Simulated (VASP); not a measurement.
# MgAl2Pb2 (P-3m1) in VASP: notebook

The runs below take MgAl2Pb2 through single point, with r2SCAN.

Everything below comes from runs of VASP 6.6.1. Logs are shortened: lines on timing, memory, paths and dates and some standing lists are left out, and cuts for length are marked.

## Step 1: The cell of the first run

It takes space group P-3m1 (No. 164, trigonal). Conventional cell: a = 4.405 Å, b = 4.405 Å, c = 7.596 Å, α = 90.00°, β = 90.00°, γ = 120.00°. Al (site symmetry 3m) has 4 Pb at 2.86 to 2.88 Å and 3 Al at 2.96 Å within 3.8 Å. Within 3.8 Å of Pb (site symmetry 3m) lie 4 Al at 2.86 to 2.88 Å and 3 Mg at 3.05 Å. Within 4.0 Å of Mg (site symmetry -3m) lie 6 Pb at 3.05 Å and 6 Al at 3.96 Å.

## Step 2: Single point, r2SCAN

POSCAR

```
MgAl2Pb2
1.0
    4.4049699314      0.0000003044      0.0000000000
   -2.2024852293      3.8148157113      0.0000000000
    0.0000000000      0.0000000000      7.5960838030
Al Pb Mg
2 2 1
Direct
    0.3333333333      0.6666666667      0.4004584392
    0.6666666667      0.3333333333      0.5995415608
    0.3333333333      0.6666666667      0.7772426084
    0.6666666667      0.3333333333      0.2227573916
    0.0000000000      0.0000000000      0.0000000000
```

INCAR.step1

```
  ALGO = Normal
  EDIFF = 1E-4
  ENCUT = 520
  GGA = PE
  ISMEAR = 0
  LASPH = True
  LCHARG = False
  LREAL = False
  LWAVE = True
  NBANDS = 26
  NELM = 60
  PREC = Accurate
  SIGMA = 0.1049
```

INCAR.step2

```
  ALGO = Normal
  EDIFF = 1E-6
  ENCUT = 520
  ISIF = 2
  ISMEAR = 0
  ISTART = 1
  LASPH = True
  LCHARG = False
  LMIXTAU = True
  LREAL = False
  LWAVE = False
  METAGGA = R2SCAN
  NBANDS = 26
  NELM = 60
  PREC = Accurate
  SIGMA = 0.1049
```

KPOINTS

```
k-points
0
Gamma
  5 5 3
```

Potentials or basis: VASP PAW PBE potentials, release 64 (Al, Pb_d, Mg).

The run is started by

```bash
> cat potpaw_PBE.64/Al/POTCAR potpaw_PBE.64/Pb_d/POTCAR potpaw_PBE.64/Mg/POTCAR > POTCAR
> cp INCAR.step1 INCAR
> mpirun -np 1 vasp_std > vasp.out
> cp INCAR.step2 INCAR
> mpirun -np 1 vasp_std > vasp.out
```

OUTCAR:

```text
EDIFF = 1E-6
   ENCUT = 520
   ISIF = 2
   ISMEAR = 0
   ISTART = 1
   LASPH = True
   LREAL = False
   METAGGA = R2SCAN
   NELM = 60
   PREC = Accurate

 ion  position               nearest neighbor table
   1  0.333  0.667  0.400-   3 2.86   4 2.88   4 2.88   4 2.88   2 2.96   2 2.96   2 2.96
   2  0.667  0.333  0.600-   4 2.86   3 2.88   3 2.88   3 2.88   1 2.96   1 2.96   1 2.96
   3  0.333  0.667  0.777-   1 2.86   2 2.88   2 2.88   2 2.88   5 3.05   5 3.05   5 3.05
   4  0.667  0.333  0.223-   2 2.86   1 2.88   1 2.88   1 2.88   5 3.05   5 3.05   5 3.05
   5  0.000  0.000  0.000-   3 3.05   4 3.05   3 3.05   4 3.05   4 3.05   3 3.05

  LATTYP: Found a hexagonal cell.
 ALAT       =     4.4049699314
 C/A-ratio  =     1.7244348818

  Lattice vectors:

 A1 = (   4.4049699314,   0.0000003044,   0.0000000000)
 A2 = (  -2.2024852293,   3.8148157113,   0.0000000000)
 A3 = (   0.0000000000,   0.0000000000,   7.5960838030)

Analysis of symmetry for initial positions (statically):
=====================================================================
 Subroutine PRICEL returns:
 Original cell was already a primitive cell.

 Routine SETGRP: Setting up the symmetry group for a
 hexagonal supercell.

 Subroutine GETGRP returns: Found 12 space group operations
 (whereof 12 operations were pure point group operations)
 out of a pool of 24 trial point group operations.

The static configuration has the point symmetry D_3d.

Analysis of symmetry for dynamics (positions and initial velocities):
=====================================================================
 Subroutine PRICEL returns:
 Original cell was already a primitive cell.

 Routine SETGRP: Setting up the symmetry group for a
 hexagonal supercell.

 Subroutine GETGRP returns: Found 12 space group operations
 (whereof 12 operations were pure point group operations)
 out of a pool of 24 trial point group operations.

The dynamic configuration has the point symmetry D_3d.

 Subroutine INISYM returns: Found 12 space group operations
 (whereof 12 operations are pure point group operations),
 and found     1 'primitive' translations

----------------------------------------------------------------------------------------

                                     Primitive cell

  volume of cell :     127.6457

  direct lattice vectors                    reciprocal lattice vectors
     4.404969931  0.000000304  0.000000000     0.227016297  0.131067941  0.000000000
    -2.202485229  3.814815711  0.000000000    -0.000000018  0.262135850  0.000000000
     0.000000000  0.000000000  7.596083803     0.000000000  0.000000000  0.131646784

  length of vectors
     4.404969931  4.404969931  7.596083803     0.262135850  0.262135850  0.131646784

  position of ions in fractional coordinates (direct lattice)
     0.333333333  0.666666667  0.400458439
     0.666666667  0.333333333  0.599541561
     0.333333333  0.666666667  0.777242608
     0.666666667  0.333333333  0.222757392
     0.000000000  0.000000000  0.000000000

  ion indices of the primitive-cell ions
   primitive index   ion index
                 1           1
                 2           2
                 3           3
                 4           4
                 5           5

----------------------------------------------------------------------------------------

 KPOINTS: k-points

Automatic generation of k-mesh.
 Grid dimensions read from file:
 generate k-points for:    5    5    3

 Generating k-lattice:

  Cartesian coordinates                     Fractional coordinates (reciprocal lattice)
     0.045403259  0.026213588  0.000000000     0.200000000  0.000000000  0.000000000
    -0.000000004  0.052427170  0.000000000     0.000000000  0.200000000  0.000000000
     0.000000000  0.000000000  0.043882261     0.000000000  0.000000000  0.333333333

  Length of vectors
     0.052427170  0.052427170  0.043882261

  Shift w.r.t. Gamma in fractional coordinates (k-lattice)
     0.000000000  0.000000000  0.000000000

 Subroutine IBZKPT returns following result:
 ===========================================

 Found     12 irreducible k-points:

 Following reciprocal coordinates:
            Coordinates               Weight
  0.000000  0.000000  0.000000      1.000000
  0.200000  0.000000  0.000000      6.000000
  0.400000  0.000000  0.000000      6.000000
  0.200000  0.200000  0.000000      6.000000
  0.400000  0.200000  0.000000      6.000000
  0.000000  0.000000  0.333333      2.000000
  0.200000  0.000000  0.333333      6.000000
 -0.000000  0.200000  0.333333      6.000000
  0.400000  0.000000  0.333333      6.000000
 -0.000000  0.400000  0.333333      6.000000
  0.200000  0.200000  0.333333     12.000000
  0.400000  0.200000  0.333333     12.000000
   k-points           NKPTS =     12   k-points in BZ     NKDIM =     12   number of bands    NBANDS=     26
   number of dos      NEDOS =    301   number of ions     NIONS =      5
   total plane-waves  NPLWV =  72576
   dimension x,y,z NGX =    36 NGY =   36 NGZ =   56
   dimension x,y,z NGXF=    72 NGYF=   72 NGZF=  112
   ions per type =               2   2   1
   NGX,Y,Z   is equivalent  to a cutoff of  13.59, 13.59, 12.26 a.u.
   NGXF,Y,Z  is equivalent  to a cutoff of  27.17, 27.17, 24.51 a.u.
 SYSTEM =  unknown system
   PREC   = accura    normal or accurate (medium, high low for compatibility)
   ISTART =      1    job   : 0-new  1-cont  2-samecut
   ICHARG =      0    charge: 1-file 2-atom 10-const
   ISPIN  =      1    spin polarized calculation?
   LNONCOLLINEAR =      F non collinear calculations
   LSORBIT =      F    spin-orbit coupling
   LASPH  =      T    aspherical Exc in radial PAW
   ENCUT  =  520.0 eV  38.22 Ry    6.18 a.u.   8.19  8.19 14.12*2*pi/ulx,y,z
   NELM   =     60;   NELMIN=  2; NELMDL=  0     # of ELM steps
   EDIFF  = 0.1E-05   stopping-criterion for ELM
   LREAL  =      F    real-space projection
   EDIFFG = 0.1E-04   stopping-criterion for IOM
   NSW    =      0    number of steps for IOM
   IBRION =     -1    ionic relax: 0-MD 1-quasi-New 2-CG
   NFREE  =      0    steps in history (QN), initial steepest desc. (CG)
   ISIF   =      2    stress and relaxation
   ISYM   =      2    0-nonsym 1-usesym 2-fastsym
   POTIM  = 0.5000    time-step for ionic-motion
   TEBEG  =    0.0;   TEEND  =   0.0 temperature during run
   PSTRESS=    0.0 pullay stress
   NELECT =      36.0000    total number of electrons
   NUPDOWN=      -1.0000    fix difference up-down
   EMIN   =  10.00;   EMAX   =-10.00  energy-range for DOS
   EFERMI =   0.00;   METHOD = LEGACY
   ISMEAR =     0;   SIGMA  =   0.10  broadening in eV -4-tet -1-fermi 0-gaus
   EFERMI_NEDOS =   21; number of points for ismear=-14 and -15
   IALGO  =     38    algorithm
   IMIX   =      4    mixing-type and parameters
     AMIX     =   0.40;   BMIX     =  1.00
     AMIX_MAG =   1.60;   BMIX_MAG =  1.00
  volume/ion in A,a.u.               =      25.53       172.28
  Fermi-wavevector in a.u.,A,eV,Ry     =   1.073594  2.028799 15.682142  1.152605
  Thomas-Fermi vector in A             =   2.209398
   LORBIT       =      0    0 simple, 1 ext, 2 COOP (PROOUT), +10 PAW based schemes
   METAGGA = R2SCAN    functional components
   LHFCALC =     F    Hartree Fock is set to
   AEXX    =    0.0000 exact exchange contribution
   IVDW    =     0    specifies the selected vdW correction
   LEPSILON=     F    determine dielectric tensor
   LRPA    =     F    only Hartree local field effects (RPA)
 non-spin polarized calculation
 Gauss-broadening in eV      SIGMA  =   0.10
  energy-cutoff  :      520.00
  volume of cell :      127.65
 maximum number of plane-waves:      3467
 NGX is ok and might be reduce to    36
   NGX = 17   NGY = 17   NGZ = 29

 number of electron      35.9999993 magnetization

 Free energy of the ion-electron system (eV)
  ---------------------------------------------------
  ext. energy  EPLUGINS =         0.00000000
  ---------------------------------------------------
  free energy    TOTEN  =      -129.26999378 eV

  energy without entropy =     -129.25645171  energy(sigma->0) =     -129.26322275

 E-fermi :   5.8348     XC(G=0):  -9.9845

 val. band max:        5.8285074548   @ k =  -0.0000   0.2000   0.3333
 cond. band min:       5.8745003876   @ k =  -0.0000   0.4000   0.3333
 fundamental gap:      0.0459929328
 Fermi energy:         5.8347928463

 k-point     1 :       0.0000    0.0000    0.0000
  band No.  band energies     occupation
      1     -11.6927      2.00000
      2     -11.6927      2.00000
      3     -11.6909      2.00000
      4     -11.6909      2.00000
      5     -11.6869      2.00000
      6     -11.6804      2.00000
[... 18 lines left out ...]
     25       9.1894      0.00000
     26      10.6534      0.00000

 k-point     2 :       0.2000    0.0000    0.0000
  band No.  band energies     occupation
      1     -11.7062      2.00000
      2     -11.6933      2.00000
      3     -11.6932      2.00000
      4     -11.6796      2.00000
      5     -11.6783      2.00000
      6     -11.6725      2.00000
[... 18 lines left out ...]
     25       9.9224      0.00000
     26      10.4325      0.00000

 k-point     3 :       0.4000    0.0000    0.0000
  band No.  band energies     occupation
      1     -11.7252      2.00000
      2     -11.7006      2.00000
      3     -11.6938      2.00000
      4     -11.6681      2.00000
      5     -11.6672      2.00000
      6     -11.6622      2.00000
[... 224 lines left out ...]
 k-point    11 :       0.2000    0.2000    0.3333
  band No.  band energies     occupation
      1     -11.7130      2.00000
      2     -11.7042      2.00000
      3     -11.6901      2.00000
      4     -11.6804      2.00000
      5     -11.6674      2.00000
      6     -11.6587      2.00000
[... 18 lines left out ...]
     25      10.1774      0.00000
     26      11.3038      0.00000

 k-point    12 :       0.4000    0.2000    0.3333
  band No.  band energies     occupation
      1     -11.7160      2.00000
      2     -11.7062      2.00000
      3     -11.6958      2.00000
      4     -11.6758      2.00000
      5     -11.6640      2.00000
      6     -11.6510      2.00000
[... 18 lines left out ...]
     25      12.0266      0.00000
     26      12.5962      0.00000

------------------------ aborting loop because EDIFF is reached ----------------------------------------

  FORCE on cell =-STRESS in cart. coord.  units (eV):
  Direction    XX          YY          ZZ          XY          YZ          ZX
  --------------------------------------------------------------------------------------
  -------------------------------------------------------------------------------------
  Total       -0.1154421     -0.1154421     -0.1077861     -0.0000000      0.0000000     -0.0000000
  in kB       -1.4490000     -1.4490000     -1.3529042     -0.0000000      0.0000000     -0.0000000
  external PRESSURE =      -1.4169681 kB  Pullay stress =       0.0000000 kB

 VOLUME and BASIS-vectors are now :
 -----------------------------------------------------------------------------
  energy-cutoff  :      520.00
  volume of cell :      127.65
      direct lattice vectors                 reciprocal lattice vectors
     4.404969931  0.000000304  0.000000000     0.227016297  0.131067941  0.000000000
    -2.202485229  3.814815711  0.000000000    -0.000000018  0.262135850  0.000000000
     0.000000000  0.000000000  7.596083803     0.000000000  0.000000000  0.131646784

 POSITION                                       TOTAL-FORCE (eV/Angst)
 -----------------------------------------------------------------------------------
     -0.00000      2.54321      3.04192         0.000000      0.000000      0.006639
      2.20248      1.27161      4.55417        -0.000000     -0.000000     -0.006639
     -0.00000      2.54321      5.90400         0.000000      0.000000     -0.000445
      2.20248      1.27161      1.69208        -0.000000     -0.000000      0.000445
      0.00000      0.00000      0.00000        -0.000000     -0.000000     -0.000000
 -----------------------------------------------------------------------------------
    total drift:                                0.000000     -0.000000      0.000000

  FREE ENERGIE OF THE ION-ELECTRON SYSTEM (eV)
  ---------------------------------------------------
  free  energy   TOTEN  =      -129.2699937813 eV

  energy  without entropy=     -129.2564517113  energy(sigma->0) =     -129.26322275
```

Wall time 1.8 min (1 thread of Intel Xeon Platinum 8488C (Sapphire Rapids), shared host); peak memory 0.3 GiB.

What came out:

```
Free energy            : -129.2700 eV
Pressure               : -0.1 GPa
Largest force          : 0.007 eV/Å
Band gap on the k mesh : zero (band 18 reaches 6.74 eV, above the bottom of band 19 at 4.97 eV)
```

Forces in eV/Å, atoms in the order of the input:
```
Al   0.000  0.000  0.007
Al   0.000  0.000 -0.007
Pb   0.000  0.000  0.000
Pb   0.000  0.000  0.000
Mg   0.000  0.000  0.000
```

Caveat: the PAW data sets were made with another functional, which shifts forces and pressure a little; spin-orbit coupling is left out, which moves the levels of the heavy elements.

## Step 3: Single point, r2SCAN

POSCAR

```
MgAl2Pb2
1.0
    4.4049675269      0.0000003044      0.0000000000
   -2.2024840271      3.8148136289      0.0000000000
    0.0000000000      0.0000000000      7.5960912104
Al Pb Mg
2 2 1
Direct
    0.3333333333      0.6666666667      0.4004595444
    0.6666666667      0.3333333333      0.5995404556
    0.3333333333      0.6666666667      0.7772445339
    0.6666666667      0.3333333333      0.2227554661
    0.0000000000      0.0000000000      0.0000000000
```

INCAR.step1

```
PREC     = Accurate       # precision mode
ENCUT    = 520            # plane-wave cutoff, eV
ISMEAR   = 0              # smearing method
SIGMA    = 0.1049         # smearing width, eV
LREAL    = F              # projectors in reciprocal space
LASPH    = T              # aspherical terms in the spheres
NELM     = 100            # most SCF steps
NBANDS   = 26             # bands
GGA      = PE             # functional
ALGO     = Normal         # electronic algorithm
EDIFF    = 1E-4           # SCF threshold, eV
LWAVE    = T              # write WAVECAR
LCHARG   = F              # write CHGCAR
```

INCAR.step2

```
PREC     = Accurate       # precision mode
ENCUT    = 520            # plane-wave cutoff, eV
EDIFF    = 1E-6           # SCF threshold, eV
ISMEAR   = 0              # smearing method
SIGMA    = 0.1049         # smearing width, eV
LREAL    = F              # projectors in reciprocal space
LASPH    = T              # aspherical terms in the spheres
NELM     = 100            # most SCF steps
ALGO     = Normal         # electronic algorithm
ISIF     = 2              # what is computed and relaxed
LWAVE    = F              # write WAVECAR
LCHARG   = T              # write CHGCAR
METAGGA  = R2SCAN         # meta-GGA
LMIXTAU  = T            
LELF     = T              # ELF
LVHAR    = T            
NBANDS   = 26             # bands
ISTART   = 1
```

KPOINTS

```
Automatic mesh
0
Gamma
  5 5 3
```

Potentials or basis: VASP PAW PBE potentials, release 64 (Al, Pb_d, Mg).

The run is started by

```bash
> cat potpaw_PBE.64/Al/POTCAR potpaw_PBE.64/Pb_d/POTCAR potpaw_PBE.64/Mg/POTCAR > POTCAR
> cp INCAR.step1 INCAR
> mpirun -np 1 vasp_std > vasp.out
> cp INCAR.step2 INCAR
> mpirun -np 1 vasp_std > vasp.out
```

It took 99 s on 1 thread of Intel Xeon Platinum 8488C (Sapphire Rapids), shared host; peak memory 0.3 GiB.

It converged, with:

| Item | Value |
| --- | --- |
| Free energy | -129.2700 eV |
| Pressure | -0.1 GPa |
| Largest force | 0.007 eV/Å |
| Band gap on the k mesh | zero (band 18 reaches 6.74 eV, above the bottom of band 19 at 4.97 eV) |

Forces in eV/Å, atoms in the order of the input:
```
Al   0.000  0.000  0.007
Al   0.000  0.000 -0.007
Pb   0.000  0.000 -0.001
Pb   0.000  0.000  0.001
Mg   0.000  0.000  0.000
```

Levels at points of the mesh, in eV from the Fermi level:
```csv
k point,band 16,band 17,band 18,band 19,band 20,band 21
"(0.00, 0.00, 0.00)",-0.53,0.46,0.91,0.93,0.93,2.40
```

Caveat: the PAW data sets were made with another functional, which shifts forces and pressure a little; spin-orbit coupling is left out, which moves the levels of the heavy elements.
